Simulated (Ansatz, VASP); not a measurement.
# Bi4Te5: VASP beside Ansatz

```
Bi Te
1.0
     4.44655    0.00000    0.00000
    -2.22327    3.85082    0.00000
     0.00000    0.00000   32.33628
Bi Te
4 5
Cartesian
  0.0000 2.5672 7.9405
  0.0000 2.5672 14.1270
  0.0000 0.0000 18.2092
  0.0000 0.0000 24.3958
  2.2233 1.2836 9.4828
  0.0000 0.0000 12.3992
  2.2233 1.2836 16.1681
  0.0000 2.5672 19.9371
  2.2233 1.2836 22.8535
```

Alike in both runs: functional PBE; k mesh 9 × 9 × 1; occupations gaussian, width 0.05 eV; no spin polarisation.

Ansatz relaxed the structure, and its values are those at the end. VASP's run is a single point on that final structure, the one shown.

```csv
,VASP,Ansatz
version,VASP 6.6.1,Ansatz 0.2.0
potentials or method,"VASP PAW PBE potentials, release 64 (Bi_d, Te), cutoff 520 eV","scalar-relativistic, plane waves, PAW"
valence electrons in the cell,90,140
```

```csv
,VASP,Ansatz,Ansatz less VASP
gap on the k mesh at the Fermi level (eV),none,none,-
rms of the force components (eV/Å),0.004,0.002,-0.0026
"work function, face that differs most (eV)",3.69,3.71,+0.021
```

A gap of «none» marks a metal or a gap that the smearing closes. VASP's potentials hold 90 valence electrons a cell and Ansatz's 140, so a difference there can come from the potentials and not from the codes.

Neither program's run includes spin-orbit coupling.
